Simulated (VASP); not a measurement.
A run of VASP 6.6.1:

INCAR

```
ALGO = Normal
EDIFF = 1E-6
EDIFFG = -0.04
ENCUT = 600
GGA = PE
IBRION = 2
ISIF = 3
ISMEAR = 0
LASPH = True
LCHARG = False
LREAL = False
LWAVE = False
NELM = 100
NSW = 90
PREC = Accurate
SIGMA = 0.1
```

Contents of KPOINTS:

```
k-points
0
Gamma
  4 4 4
```

The input POSCAR:

```
Al3B2N
1.0
    4.2406180314      0.0000000000      0.0000000000
    0.0000000000      4.2406180314      0.0000000000
    0.0000000000      0.0000000000      4.2532428194
Al B N
3 2 1
Direct
    0.0000000000      0.0000000000      0.0000000000
    0.0000000000      0.5000000000      0.5000000000
    0.5000000000      0.0000000000      0.5000000000
    0.0000000000      0.5000000000      0.0000000000
    0.5000000000      0.0000000000      0.0000000000
    0.5000000000      0.5000000000      0.0000000000
```

Potentials or basis: VASP PAW PBE potentials, release 64 (Al, B, N).

Launch:

```bash
$ cat potpaw_PBE.64/Al/POTCAR potpaw_PBE.64/B/POTCAR potpaw_PBE.64/N/POTCAR > POTCAR
$ mpirun -np 1 vasp_std > vasp.out
```

Hardware: 1 thread of Intel Xeon 8259CL (shared host).

Task: How long does it take, and how much memory?

Result: It took 2.2 min on 1 thread of Intel Xeon 8259CL, on a shared host, peak memory 0.21 GiB. Counts: scf iterations 42, k points 18, ion steps 5.
